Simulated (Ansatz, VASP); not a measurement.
**Ca: VASP beside Ansatz**

```
CELL_PARAMETERS angstrom
5.98527 0.00000 0.00000
-2.99264 5.18340 0.00000
0.00000 0.00000 3.56980
ATOMIC_POSITIONS crystal
Ca 0.00000 0.00000 0.00000
Ca 0.33333 0.66667 0.50000
Ca 0.66667 0.33333 0.50000
```

Alike in both runs: task single point; functional LDA; k mesh 7 × 7 × 10; occupations fermi-dirac, width 0.1 eV; no spin polarisation.

```csv
,VASP,Ansatz
version,VASP 6.6.1,Ansatz 0.2.0
potentials or method,"VASP PAW LDA potentials, release 64 (Ca_sv), cutoff 520 eV","plane waves (420 eV) with PAW, scalar-relativistic"
valence electrons in the cell,30,30
```

```tsv
	VASP	Ansatz	Ansatz less VASP
pressure (GPa)	0.8	0.8	-0.01
traceless stress, the component that is largest in VASP (GPa)	-0.07	-0.07	+0.005
```

Ansatz warns that its potentials were made for another functional, while VASP's fit it. LDA's correlation is that of Perdew and Zunger in VASP and of Perdew and Wang (1992) in Ansatz.
